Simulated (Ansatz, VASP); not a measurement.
## Fe: VASP beside Ansatz

```
Fe
1.0
     2.42952    0.00000    0.00000
    -1.21476    2.10402    0.00000
     0.00000    0.00000    3.83948
Fe
2
Direct
  0.33333 0.66667 0.25000
  0.66667 0.33333 0.75000
```

Alike in both runs: task relaxation of cell and atoms; functional PBEsol; k mesh 18 × 18 × 12; occupations gaussian, width 0.1 eV; no spin polarisation.

```csv
,VASP,Ansatz
version,VASP 6.6.1,Ansatz 0.2.0
potentials or method,"VASP PAW PBE potentials, release 64 (Fe), cutoff 600 eV","scalar-relativistic, plane waves, PAW"
valence electrons in the cell,16,32
```

|  | VASP | Ansatz | Ansatz less VASP |
| --- | --- | --- | --- |
| gap on the k mesh at the Fermi level, each at its own relaxed structure (eV) | none | none | - |
| relaxed volume (Å³/atom) | 9.80 | 9.81 | +0.017 |
| relaxed length of the cell vector where the two differ most in proportion (Å) | 3.838 | 3.842 | +0.0038 |

VASP's potentials were made for PBE, not for PBEsol. A gap of «none» marks a metal or a gap that the smearing closes. VASP's potentials hold 16 valence electrons a cell and Ansatz's 32, so a difference there can come from the potentials and not from the codes.
